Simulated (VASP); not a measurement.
Here is a VASP 6.6.1 calculation.

The input INCAR:

```
SYSTEM = Pt
ALGO     = Normal         ! electronic algorithm
EDIFF    = 1E-7           ! SCF threshold, eV
EDIFFG   = -0.01          ! ionic threshold
ENCUT    = 600            ! plane-wave cutoff, eV
GGA      = PE             ! functional
IBRION   = 2              ! ionic algorithm
ISIF     = 3              ! what is computed and relaxed
ISMEAR   = 1              ! smearing method
LASPH    = .TRUE.         ! aspherical terms in the spheres
LCHARG   = .FALSE.        ! write CHGCAR
LREAL    = .FALSE.        ! projectors in reciprocal space
LWAVE    = .FALSE.        ! write WAVECAR
NELM     = 60             ! most SCF steps
NSW      = 80             ! ionic steps
PREC     = Accurate       ! precision mode
SIGMA    = 0.05           ! smearing width, eV
```

The input KPOINTS:

```
k-points
0
G
  17 17 9
  0 0 0
```

The input POSCAR:

```
Pt
1.0
    2.7582215051      0.0000000000      0.0000000000
   -1.3791107525      2.3886898927      0.0000000000
    0.0000000000      0.0000000000      4.7795878017
Pt
2
Direct
    0.3333333333      0.6666666667      0.2500000000
    0.6666666667      0.3333333333      0.7500000000
```

Potentials or basis: VASP PAW PBE potentials, release 64 (Pt).

Run with:

```sh
$ cat potpaw_PBE.64/Pt/POTCAR > POTCAR
$ mpirun -np 1 vasp_std > vasp.out
```

(1) What does it give for the relaxed volume?

(2) Estimate the band gap on the k mesh.

(3) What does it give for the relaxed cell?

Results:

(1) 15.72 Å³/atom.

(2) zero (band 10 reaches 10.90 eV, above the bottom of band 11 at 9.69 eV).

(3) a = 2.757 Å, b = 2.757 Å, c = 4.777 Å, α = 90.00°, β = 90.00°, γ = 120.00°.

Caveat: spin-orbit coupling is left out, which moves the levels of the heavy elements.
